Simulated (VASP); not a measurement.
**C: relaxation of cell and atoms with PBE+D4**

Crystal: C.

```
C
1.0
     0.00000    1.78337    1.78337
     1.78337    0.00000    1.78337
     1.78337    1.78337    0.00000
C
2
Cartesian
  0.0000 0.0000 0.0000
  0.8917 0.8917 0.8917
```

| Item | Value |
| --- | --- |
| Program | VASP 6.6.1 |
| Task | relaxation of cell and atoms |
| Functional | PBE |
| Dispersion | D4 |
| Potentials or basis | VASP PAW PBE potentials, release 64 (C) |
| Cutoff | 600 eV |
| k mesh | 8 × 8 × 8 |
| Occupations | gaussian, width 0.01 eV |
| Spin | no spin polarisation |
| Dipole correction | no |
| Further INCAR settings | ALGO = Normal; EDIFF = 1e-06; IBRION = 2; EDIFFG = -0.005; NSW = 80; ISIF = 3 |

* Relaxed volume: 5.63 Å³/atom
* Relaxed cell: a = 2.515 Å, b = 2.515 Å, c = 2.515 Å, α = 60.00°, β = 60.00°, γ = 60.00°
* Space group after relaxing (to 0.05 Å): Fd-3m (No. 227)
* Energy gained by relaxing: 0.5 meV/atom
* Ionic steps: 3
* Pressure after relaxing: 0.0 GPa
* Band gap on the k mesh: 4.15 eV, indirect (least direct gap 5.61 eV)
* Dispersion energy per atom: -0.215 eV

Step by step:
| step | energy change (eV) | largest force (eV/Å) | pressure (GPa) | volume (Å³) |
| --- | --- | --- | --- | --- |
| 1 | 0.0000 | 0.0000 | -3.49 | 11.34 |
| 2 | 0.0005 | 0.0000 | 4.50 | 11.14 |
| 3 | -0.0010 | 0.0000 | 0.00 | 11.25 |

Final structure:
```
C
1.0
     0.00000    1.77860    1.77860
     1.77860    0.00000    1.77860
     1.77860    1.77860    0.00000
C
2
Cartesian
  0.0000 0.0000 0.0000
  0.8893 0.8893 0.8893
```

Levels at points of the mesh, in eV from the valence-band top:
```
           k point  band 2  band 3  band 4  band 5  band 6  band 7
(0.00, 0.00, 0.00)    0.00    0.00    0.00    5.61    5.61    5.61
(0.50, 0.00, 0.00)  -13.46   -2.82   -2.82    8.49    8.49    8.96
(0.50, 0.50, 0.00)  -12.82   -6.35   -6.35    4.78    4.78   16.93
```

Run time: 25 s on 1 thread of Intel Xeon 8259CL, on a shared host, peak memory 0.12 GiB.

A k mesh can miss the band edges. As with any semilocal functional, this PBE gap is likely too small.
